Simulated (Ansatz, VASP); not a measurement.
**Na: VASP beside Ansatz**

```xyz
1
Lattice="-1.8946 1.8946 2.7427 1.8946 -1.8946 2.7427 1.8946 1.8946 -2.7427" Properties=species:S:1:pos:R:3 pbc="T T T"
Na    0.0000    0.0000    0.0000
```

Alike in both runs: task single point; functional PBEsol; k mesh 16 × 16 × 16; occupations gaussian, width 0.15 eV; no spin polarisation.

```csv
,VASP,Ansatz
version,VASP 6.6.1,Ansatz 0.2.0
potentials or method,"VASP PAW PBE potentials, release 64 (Na_pv), cutoff 520 eV","scalar-relativistic, plane waves, PAW"
valence electrons in the cell,7,9
```

```tsv
	VASP	Ansatz	Ansatz less VASP
gap on the k mesh at the Fermi level (eV)	none	none	-
pressure (GPa)	-0.5	-0.5	-0.07
```

VASP's potentials were made for PBE, not for PBEsol. A gap of «none» marks a metal or a gap that the smearing closes. The functional is the same, so the differences come from potentials, cutoffs and numerics. VASP's potentials hold 7 valence electrons a cell and Ansatz's 9, so a difference there can come from the potentials and not from the codes.
